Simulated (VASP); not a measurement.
# LiH in VASP: a series of runs

The runs below take LiH through single point, relaxation of cell and atoms, with PBE.

All numbers are computed with VASP 6.6.1; they aren't measurements. Logs are shortened: lines on timing, memory, paths and dates and some standing lists are left out, and cuts for length are marked.

### Step 1. The cell of the first run

The typed cell holds 2 atoms: a = 2.509 Å, b = 2.509 Å, c = 2.515 Å, α = 90.00°, β = 90.00°, γ = 90.00°.

### Step 2. Single point, PBE

File INCAR:

```
SYSTEM = LiH
ALGO = Normal
EDIFF = 1E-7
ENCUT = 520
GGA = PE
ISIF = 2
ISMEAR = 0
LASPH = .True.
LCHARG = .True.
LELF = .True.
LREAL = .False.
LVHAR = .True.
LWAVE = .False.
NBANDS = 9
NELM = 80
PREC = Accurate
SIGMA = 0.1
```

File KPOINTS:

```
k-points
0
Gamma
  8 8 6
  0 0 0
```

File POSCAR:

```
LiH
1.0
    2.5087380315      0.0000000000      0.0000000000
    0.0000000000      2.5087380315      0.0000000000
    0.0000000000      0.0000000000      2.5148922849
Li H
1 1
Direct
    0.5000000000      0.5000000000      0.5000000000
    0.0000000000      0.0000000000      0.0000000000
```

Potentials or basis: VASP PAW PBE potentials, release 64 (Li_sv, H).

Command:

```
> cat potpaw_PBE.64/Li_sv/POTCAR potpaw_PBE.64/H/POTCAR > POTCAR
> mpirun -np 1 vasp_std > vasp.out
```

OUTCAR:

```text
SYSTEM = LiH
   EDIFF = 1E-7
   ENCUT = 520
   GGA = PE
   ISIF = 2
   ISMEAR = 0
   LASPH = .True.
   LREAL = .False.
   NELM = 80
   PREC = Accurate

 ion  position               nearest neighbor table
   1  0.500  0.500  0.500-
   2  0.000  0.000  0.000-

  LATTYP: Found a simple tetragonal cell.
 ALAT       =     2.5087380315
 C/A-ratio  =     1.0024531272

  Lattice vectors:

 A1 = (   2.5087380315,   0.0000000000,   0.0000000000)
 A2 = (   0.0000000000,   2.5087380315,   0.0000000000)
 A3 = (   0.0000000000,   0.0000000000,   2.5148922849)

Analysis of symmetry for initial positions (statically):
=====================================================================
 Subroutine PRICEL returns:
 Original cell was already a primitive cell.

 Routine SETGRP: Setting up the symmetry group for a
 simple tetragonal supercell.

 Subroutine GETGRP returns: Found 16 space group operations
 (whereof 16 operations were pure point group operations)
 out of a pool of 16 trial point group operations.

The static configuration has the point symmetry D_4h.

Analysis of symmetry for dynamics (positions and initial velocities):
=====================================================================
 Subroutine PRICEL returns:
 Original cell was already a primitive cell.

 Routine SETGRP: Setting up the symmetry group for a
 simple tetragonal supercell.

 Subroutine GETGRP returns: Found 16 space group operations
 (whereof 16 operations were pure point group operations)
 out of a pool of 16 trial point group operations.

The dynamic configuration has the point symmetry D_4h.

 Subroutine INISYM returns: Found 16 space group operations
 (whereof 16 operations are pure point group operations),
 and found     1 'primitive' translations

----------------------------------------------------------------------------------------

                                     Primitive cell

  volume of cell :      15.8281

  direct lattice vectors                    reciprocal lattice vectors
     2.508738032  0.000000000  0.000000000     0.398606785  0.000000000  0.000000000
     0.000000000  2.508738032  0.000000000     0.000000000  0.398606785  0.000000000
     0.000000000  0.000000000  2.514892285     0.000000000  0.000000000  0.397631344

  length of vectors
     2.508738032  2.508738032  2.514892285     0.398606785  0.398606785  0.397631344

  position of ions in fractional coordinates (direct lattice)
     0.500000000  0.500000000  0.500000000
     0.000000000  0.000000000  0.000000000

  ion indices of the primitive-cell ions
   primitive index   ion index
                 1           1
                 2           2

----------------------------------------------------------------------------------------

 KPOINTS: k-points

Automatic generation of k-mesh.
 Grid dimensions read from file:
 generate k-points for:    8    8    6

 Generating k-lattice:

  Cartesian coordinates                     Fractional coordinates (reciprocal lattice)
     0.049825848  0.000000000  0.000000000     0.125000000  0.000000000  0.000000000
     0.000000000  0.049825848  0.000000000     0.000000000  0.125000000  0.000000000
     0.000000000  0.000000000  0.066271891     0.000000000  0.000000000  0.166666667

  Length of vectors
     0.049825848  0.049825848  0.066271891

  Shift w.r.t. Gamma in fractional coordinates (k-lattice)
     0.000000000  0.000000000  0.000000000

 Subroutine IBZKPT returns following result:
 ===========================================

 Found     60 irreducible k-points:

 Following reciprocal coordinates:
            Coordinates               Weight
  0.000000  0.000000  0.000000      1.000000
  0.125000  0.000000  0.000000      4.000000
  0.250000  0.000000  0.000000      4.000000
  0.375000  0.000000  0.000000      4.000000
  0.500000  0.000000  0.000000      2.000000
  0.125000  0.125000  0.000000      4.000000
[... 16 lines left out ...]
  0.375000  0.125000  0.166667     16.000000
  0.500000  0.125000  0.166667      8.000000
 [... further k-points ...]
   k-points           NKPTS =     60   k-points in BZ     NKDIM =     60   number of bands    NBANDS=      9
   number of dos      NEDOS =    301   number of ions     NIONS =      2
   total plane-waves  NPLWV =   8000
   dimension x,y,z NGX =    20 NGY =   20 NGZ =   20
   dimension x,y,z NGXF=    40 NGYF=   40 NGZF=   40
   ions per type =               1   1
   NGX,Y,Z   is equivalent  to a cutoff of  13.25, 13.25, 13.22 a.u.
   NGXF,Y,Z  is equivalent  to a cutoff of  26.51, 26.51, 26.44 a.u.
 SYSTEM =  LiH
   PREC   = accura    normal or accurate (medium, high low for compatibility)
   ISTART =      0    job   : 0-new  1-cont  2-samecut
   ICHARG =      2    charge: 1-file 2-atom 10-const
   ISPIN  =      1    spin polarized calculation?
   LNONCOLLINEAR =      F non collinear calculations
   LSORBIT =      F    spin-orbit coupling
   LASPH  =      T    aspherical Exc in radial PAW
   ENCUT  =  520.0 eV  38.22 Ry    6.18 a.u.   4.66  4.66  4.68*2*pi/ulx,y,z
   NELM   =     80;   NELMIN=  2; NELMDL= -5     # of ELM steps
   EDIFF  = 0.1E-06   stopping-criterion for ELM
   LREAL  =      F    real-space projection
   EDIFFG = 0.1E-05   stopping-criterion for IOM
   NSW    =      0    number of steps for IOM
   IBRION =     -1    ionic relax: 0-MD 1-quasi-New 2-CG
   NFREE  =      0    steps in history (QN), initial steepest desc. (CG)
   ISIF   =      2    stress and relaxation
   ISYM   =      2    0-nonsym 1-usesym 2-fastsym
   POTIM  = 0.5000    time-step for ionic-motion
   TEBEG  =    0.0;   TEEND  =   0.0 temperature during run
   PSTRESS=    0.0 pullay stress
   NELECT =       4.0000    total number of electrons
   NUPDOWN=      -1.0000    fix difference up-down
   EMIN   =  10.00;   EMAX   =-10.00  energy-range for DOS
   EFERMI =   0.00;   METHOD = LEGACY
   ISMEAR =     0;   SIGMA  =   0.10  broadening in eV -4-tet -1-fermi 0-gaus
   EFERMI_NEDOS =   21; number of points for ismear=-14 and -15
   IALGO  =     38    algorithm
   IMIX   =      4    mixing-type and parameters
     AMIX     =   0.40;   BMIX     =  1.00
     AMIX_MAG =   1.60;   BMIX_MAG =  1.00
  volume/ion in A,a.u.               =       7.91        53.41
  Fermi-wavevector in a.u.,A,eV,Ry     =   1.035027  1.955917 14.575649  1.071280
  Thomas-Fermi vector in A             =   2.169350
   LORBIT       =      0    0 simple, 1 ext, 2 COOP (PROOUT), +10 PAW based schemes
   GGA     = PE    functional components
   LHFCALC =     F    Hartree Fock is set to
   AEXX    =    0.0000 exact exchange contribution
   IVDW    =     0    specifies the selected vdW correction
   LEPSILON=     F    determine dielectric tensor
   LRPA    =     F    only Hartree local field effects (RPA)
 non-spin polarized calculation
 Gauss-broadening in eV      SIGMA  =   0.10
  energy-cutoff  :      520.00
  volume of cell :       15.83
 maximum number of plane-waves:       441
 NGX is ok and might be reduce to    20
   NGX =  9   NGY =  9   NGZ =  9

 number of electron       4.0000012 magnetization

 Free energy of the ion-electron system (eV)
  ---------------------------------------------------
  ext. energy  EPLUGINS =         0.00000000
  ---------------------------------------------------
  free energy    TOTEN  =        -5.65601066 eV

  energy without entropy =       -5.65601066  energy(sigma->0) =       -5.65601066

 E-fermi :   3.8306     XC(G=0):  -8.6222

 val. band max:        3.4760306038   @ k =   0.5000   0.5000   0.5000
 cond. band min:       4.1881734747   @ k =   0.0000   0.0000   0.5000
 fundamental gap:      0.7121428709
 Fermi energy:         3.8306146841

 k-point     1 :       0.0000    0.0000    0.0000
  band No.  band energies     occupation
      1     -44.6361      2.00000
      2      -5.2893      2.00000
      3      15.3068      0.00000
      4      15.4100      0.00000
      5      15.4100      0.00000
      6      15.9209      0.00000
      7      18.4765      0.00000
      8      18.5446      0.00000
      9      34.9601      0.00000

 k-point     2 :       0.1250    0.0000    0.0000
  band No.  band energies     occupation
      1     -44.6285      2.00000
      2      -5.0539      2.00000
      3      11.8482      0.00000
      4      15.6564      0.00000
      5      15.7594      0.00000
      6      15.9731      0.00000
      7      18.8645      0.00000
      8      22.5567      0.00000
      9      32.7519      0.00000

 k-point     3 :       0.2500    0.0000    0.0000
  band No.  band energies     occupation
      1     -44.6101      2.00000
      2      -4.3953      2.00000
      3       8.0859      0.00000
      4      15.4920      0.00000
      5      16.6881      0.00000
      6      16.7901      0.00000
      7      19.9748      0.00000
      8      28.2379      0.00000
      9      28.7162      0.00000

 k-point     4 :       0.3750    0.0000    0.0000
  band No.  band energies     occupation
      1     -44.5917      2.00000
      2      -3.5240      2.00000
      3       5.3247      0.00000
      4      15.0080      0.00000
      5      18.2951      0.00000
      6      18.3946      0.00000
      7      21.8083      0.00000
      8      25.0886      0.00000
      9      25.1951      0.00000

 k-point     5 :       0.5000    0.0000    0.0000
  band No.  band energies     occupation
      1     -44.5840      2.00000
      2      -3.0448      2.00000
      3       4.2151      0.00000
      4      14.8105      0.00000
      5      19.5752      0.00000
      6      19.6697      0.00000
      7      23.1203      0.00000
      8      23.2330      0.00000
      9      23.8457      0.00000

 k-point     6 :       0.1250    0.1250    0.0000
  band No.  band energies     occupation
      1     -44.6210      2.00000
      2      -4.8109      2.00000
      3      11.5920      0.00000
      4      12.5772      0.00000
      5      16.0049      0.00000
      6      16.5002      0.00000
      7      21.7017      0.00000
      8      23.7914      0.00000
      9      30.4573      0.00000
[... 169 lines left out ...]
 k-point    21 :       0.1250    0.1250    0.1667
  band No.  band energies     occupation
      1     -44.6087      2.00000
      2      -4.3747      2.00000
      3      10.7069      0.00000
      4      12.2277      0.00000
      5      12.7628      0.00000
      6      19.0201      0.00000
      7      24.3745      0.00000
      8      25.6039      0.00000
      9      28.1066      0.00000

 k-point    22 :       0.2500    0.1250    0.1667
  band No.  band energies     occupation
      1     -44.5911      2.00000
      2      -3.6536      2.00000
      3       8.5041      0.00000
      4      11.5737      0.00000
      5      12.9435      0.00000
      6      19.6960      0.00000
      7      24.1520      0.00000
      8      26.6658      0.00000
      9      27.4010      0.00000

 k-point    23 :       0.3750    0.1250    0.1667
  band No.  band energies     occupation
      1     -44.5734      2.00000
      2      -2.6781      2.00000
      3       5.7216      0.00000
      4      11.9077      0.00000
      5      14.1881      0.00000
      6      19.8810      0.00000
      7      20.7047      0.00000
      8      27.4458      0.00000
      9      28.3956      0.00000

 k-point    24 :       0.5000    0.1250    0.1667
  band No.  band energies     occupation
      1     -44.5661      2.00000
      2      -2.1214      2.00000
      3       4.5526      0.00000
      4      11.9465      0.00000
      5      15.5406      0.00000
      6      18.3205      0.00000
      7      20.3040      0.00000
      8      27.5934      0.00000
      9      29.3759      0.00000

 [... further k-points ...]
[... 5 lines left out ...]
  --------------------------------------------------------------------------------------
  -------------------------------------------------------------------------------------
  Total       -0.0133757     -0.0133757     -0.0503219      0.0000000      0.0000000      0.0000000
  in kB       -1.3539314     -1.3539314     -5.0937498      0.0000000      0.0000000      0.0000000
  external PRESSURE =      -2.6005375 kB  Pullay stress =       0.0000000 kB

 VOLUME and BASIS-vectors are now :
 -----------------------------------------------------------------------------
  energy-cutoff  :      520.00
  volume of cell :       15.83
      direct lattice vectors                 reciprocal lattice vectors
     2.508738032  0.000000000  0.000000000     0.398606785  0.000000000  0.000000000
     0.000000000  2.508738032  0.000000000     0.000000000  0.398606785  0.000000000
     0.000000000  0.000000000  2.514892285     0.000000000  0.000000000  0.397631344

 POSITION                                       TOTAL-FORCE (eV/Angst)
 -----------------------------------------------------------------------------------
      1.25437      1.25437      1.25745         0.000000      0.000000      0.000000
      0.00000      0.00000      0.00000         0.000000      0.000000      0.000000
 -----------------------------------------------------------------------------------
    total drift:                               -0.000000      0.000000      0.000000

  FREE ENERGIE OF THE ION-ELECTRON SYSTEM (eV)
  ---------------------------------------------------
  free  energy   TOTEN  =        -5.6560106606 eV

  energy  without entropy=       -5.6560106596  energy(sigma->0) =       -5.65601066
```

Run time: 3 s. Hardware: 1 thread of Intel Xeon 6975P-C (Granite Rapids), shared host; peak memory 0.12 GiB.

What came out:

```
Free energy            : -5.6560 eV
Band gap on the k mesh : 0.71 eV, indirect (least direct gap 4.19 eV)
```

Caveat: the cutoff is under 1.25 times the usual one of these potentials, so pressure, stress and relaxed cells hold a basis-set (Pulay) error.

(Continued in part 2 of 3.)
